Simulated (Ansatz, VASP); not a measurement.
Two plane-wave programs on WSe2

Contents of INCAR:

```
PREC = Accurate
ENCUT = 600
EDIFF = 1E-7
ISMEAR = 0
SIGMA = 0.02
LREAL = False
LASPH = True
NELM = 80
ALGO = Normal
ISIF = 3
LWAVE = False
LCHARG = False
GGA = CA
IBRION = 2
NSW = 80
EDIFFG = -0.01
```

Contents of KPOINTS:

```
regular mesh
0
Gamma
  12 12 2
```

File POSCAR:

```
WSe2
1.0
    3.2430592408      0.0000000000      0.0000000000
   -1.6215296204      2.8085716885      0.0000000000
    0.0000000000      0.0000000000     16.6299912691
Se W
2 1
Direct
    0.3333333333      0.6666666667      0.8997111814
    0.3333333333      0.6666666667      0.1002888186
    0.0000000000      0.0000000000      0.0000000000
```

Input for Ansatz:

```yaml
crystal:
  lattice:
    - [3.2430592408, 0.0, 0.0]
    - [-1.6215296204, 2.8085716885, 0.0]
    - [0.0, 0.0, 16.6299912691]
  atoms:
    - { symbol: Se, position: [0.3333333333, 0.6666666667, 0.8997111814] }
    - { symbol: Se, position: [0.3333333333, 0.6666666667, 0.1002888186] }
    - { symbol: W, position: [0.0, 0.0, 0.0] }
basis:
  ecutwfc: 420
kpoints:
  mp_grid: { grid: [12, 12, 2] }
hamiltonian:
  xc: lda
scf:
  occupations: { method: gaussian, width: 0.02 }
output:
  forces: true
  stress: true
  eigenvalues: true
relax:
  adjacent_minimum: "off"
  f_tol: 0.01
  max_steps: 60
  cell: { stress_tol: 0.1 }
```

Alike in both runs: task relaxation of cell and atoms; functional LDA; k mesh 12 × 12 × 2; occupations gaussian, width 0.02 eV; no spin polarisation.

|  | VASP | Ansatz |
| --- | --- | --- |
| version | VASP 6.6.1 | Ansatz 0.2.0 |
| potentials or method | VASP PAW LDA potentials, release 64 (Se, W_sv), cutoff 600 eV | scalar-relativistic, plane waves, PAW |
| valence electrons in the cell | 26 | 46 |

VASP gave:

```
gap on the k mesh at the Fermi level, each at its own relaxed structure (eV) : 1.69
relaxed volume (Å³/atom)                                                     : 50.79
relaxed cell length with the largest relative difference (Å)                 : 3.252
```

What did Ansatz give for the same quantities?

gap on the k mesh at the Fermi level, each at its own relaxed structure (eV): 1.69; relaxed volume (Å³/atom): 50.62; relaxed cell length with the largest relative difference (Å): 3.247.

LDA's correlation is that of Perdew and Zunger in VASP and of Perdew and Wang (1992) in Ansatz. VASP's potentials hold 26 valence electrons a cell and Ansatz's 46, so a difference there can come from the potentials and not from the codes.

Neither program's run includes spin-orbit coupling.
